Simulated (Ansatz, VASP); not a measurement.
## Two plane-wave programs on NaCl

The input INCAR:

```
SYSTEM = NaCl
ALGO     = Normal         ! electronic algorithm
EDIFF    = 1E-6           ! SCF threshold, eV
ENCUT    = 520            ! plane-wave cutoff, eV
GGA      = PE             ! functional
ISIF     = 2              ! what is computed and relaxed
ISMEAR   = 0              ! smearing method
LASPH    = .True.         ! aspherical terms in the spheres
LCHARG   = .False.        ! write CHGCAR
LREAL    = .False.        ! projectors in reciprocal space
LWAVE    = .False.        ! write WAVECAR
NBANDS   = 14             ! bands
NELM     = 80             ! most SCF steps
PREC     = Accurate       ! precision mode
SIGMA    = 0.05           ! smearing width, eV
```

The input KPOINTS:

```
k-points
0
Gamma
  8 8 8
  0 0 0
```

Contents of POSCAR:

```
NaCl
1.0
    0.0000000000      2.8317500000      2.8317500000
    2.8317500000      0.0000000000      2.8317500000
    2.8317500000      2.8317500000      0.0000000000
Na Cl
1 1
Direct
    0.0000000000      0.0000000000      0.0000000000
    0.4531800048      0.5468199952      0.5000000000
```

Input for Ansatz:

```yaml
crystal:
  lattice:
    - [0.0, 2.83175, 2.83175]
    - [2.83175, 0.0, 2.83175]
    - [2.83175, 2.83175, 0.0]
  atoms:
    - { symbol: Na, position: [0.0, 0.0, 0.0] }
    - { symbol: Cl, position: [0.4531800048, 0.5468199952, 0.5] }
basis:
  ecutwfc: 420
kpoints:
  mp_grid: { grid: [8, 8, 8] }
hamiltonian:
  xc: pbe
scf:
  occupations: { method: gaussian, width: 0.05 }
output:
  forces: true
  stress: true
  eigenvalues: true
```

Change from the starting cell: all Cl atoms moved +0.188 Å, as atom 2 along Cartesian [1 -1 0].

Alike in both runs: task single point; functional PBE; k mesh 8 × 8 × 8; occupations gaussian, width 0.05 eV; no spin polarisation.

|  | VASP | Ansatz |
| --- | --- | --- |
| version | VASP 6.6.1 | Ansatz 0.2.0 |
| potentials or method | VASP PAW PBE potentials, release 64 (Na_pv, Cl), cutoff 520 eV | scalar-relativistic, plane waves, PAW |
| valence electrons in the cell | 14 | 16 |

Ansatz gave:

* gap on the k mesh at the Fermi level (eV): 5.06
* least direct gap on the mesh (eV): 5.06
* pressure (GPa): 0.8
* traceless stress, the component that is largest in VASP (GPa): -0.44
* rms of the force components (eV/Å): 0.144

Question: Estimate VASP's values.

Answer: gap on the k mesh at the Fermi level (eV): 5.06; least direct gap on the mesh (eV): 5.06; pressure (GPa): 0.8; traceless stress, the component that is largest in VASP (GPa): -0.45; rms of the force components (eV/Å): 0.146.

Atom by atom the forces differ by 0.001 eV/Å (rms over components). VASP's potentials hold 14 valence electrons a cell and Ansatz's 16, so a difference there can come from the potentials and not from the codes.
